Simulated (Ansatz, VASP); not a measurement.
One calculation of InP, two programs

```
In P
1.0
     0.00000    2.76963    2.76963
     2.76963    0.00000    2.76963
     2.76963    2.76963    0.00000
In P
1 1
Cartesian
  0.0000 0.0000 0.0000
  2.7696 2.7696 2.7696
```

Alike in both runs: functional PBE; k mesh 13 × 13 × 13; occupations fermi-dirac, width 0.05 eV; no spin polarisation.

Ansatz relaxed the structure, and its values are those at the end. VASP's run is a single point on that final structure, the one shown.

```csv
,VASP,Ansatz
version,VASP 6.6.1,Ansatz 0.2.0
potentials or method,"VASP PAW PBE potentials, release 64 (In_d, P)","PAW with Ansatz's default frozen-core files, scalar-relativistic"
plane-wave cutoff (eV),520,420
valence electrons in the cell,18,18
```

```csv
,VASP,Ansatz,Ansatz less VASP
pressure (GPa),0.0,0.0,+0.05
```

The functional is the same, so the differences come from potentials, cutoffs and numerics.
